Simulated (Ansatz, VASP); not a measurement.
One calculation of NaF, two programs

POSCAR

```
NaF
1.0
    0.0000000000      2.5239093830      1.9686493187
    2.5239093830      0.0000000000      1.9686493187
    2.5239093830      2.5239093830      0.0000000000
Na F
1 1
Direct
    0.0000000000      0.0000000000      0.0000000000
    0.5000000000      0.5000000000      0.5000000000
```

File INCAR.step1:

```
SYSTEM = NaF
ALGO     = Normal         ! electronic algorithm
EDIFF    = 1E-4           ! SCF threshold, eV
ENCUT    = 520            ! plane-wave cutoff, eV
GGA      = PE             ! functional
ISMEAR   = 0              ! smearing method
LASPH    = .True.         ! aspherical terms in the spheres
LCHARG   = .False.        ! write CHGCAR
LREAL    = .False.        ! projectors in reciprocal space
LWAVE    = .True.         ! write WAVECAR
NBANDS   = 14             ! bands
NELM     = 100            ! most SCF steps
PREC     = Accurate       ! precision mode
SIGMA    = 0.05           ! smearing width, eV
```

The input INCAR.step2:

```
SYSTEM = NaF
ALGO     = Normal         ! electronic algorithm
EDIFF    = 1E-6           ! SCF threshold, eV
ENCUT    = 520            ! plane-wave cutoff, eV
ISIF     = 2              ! what is computed and relaxed
ISMEAR   = 0              ! smearing method
ISTART   = 1            
LASPH    = .True.         ! aspherical terms in the spheres
LCHARG   = .False.        ! write CHGCAR
LMIXTAU  = .True.       
LREAL    = .False.        ! projectors in reciprocal space
LWAVE    = .False.        ! write WAVECAR
METAGGA  = R2SCAN         ! meta-GGA
NBANDS   = 14             ! bands
NELM     = 100            ! most SCF steps
PREC     = Accurate       ! precision mode
SIGMA    = 0.05           ! smearing width, eV
```

File KPOINTS:

```
k-points
0
Gamma
  10 10 10
  0 0 0
```

Input for Ansatz:

```yaml
crystal:
  lattice:
    - [0.0, 2.523909383, 1.9686493187]
    - [2.523909383, 0.0, 1.9686493187]
    - [2.523909383, 2.523909383, 0.0]
  atoms:
    - { symbol: Na, position: [0.0, 0.0, 0.0] }
    - { symbol: F, position: [0.5, 0.5, 0.5] }
basis:
  ecutwfc: 500
kpoints:
  mp_grid: { grid: [10, 10, 10] }
hamiltonian:
  xc: r2scan
scf:
  occupations: { method: gaussian, width: 0.05 }
output:
  forces: true
  stress: true
  eigenvalues: true
```

Alike in both runs: task single point; functional r2SCAN; k mesh 10 × 10 × 10; occupations gaussian, width 0.05 eV; no spin polarisation.

|  | VASP | Ansatz |
| --- | --- | --- |
| version | VASP 6.6.1 | Ansatz 0.2.0 |
| potentials or method | VASP PAW PBE potentials, release 64 (Na_pv, F), cutoff 520 eV | scalar-relativistic, plane waves, PAW |
| valence electrons in the cell | 14 | 16 |

|  | VASP | Ansatz | Ansatz less VASP |
| --- | --- | --- | --- |
| gap on the k mesh at the Fermi level (eV) | 6.85 | 6.87 | +0.021 |
| least direct gap on the mesh (eV) | 6.85 | 6.87 | +0.021 |
| pressure (GPa) | 7.9 | 8.1 | +0.18 |
| traceless stress, the component that is largest in VASP (GPa) | 26.64 | 25.62 | -1.018 |

VASP's potentials were made for PBE, not for r2SCAN. The functional is the same, so the differences come from potentials, cutoffs and numerics. VASP's potentials hold 14 valence electrons a cell and Ansatz's 16, so a difference there can come from the potentials and not from the codes.
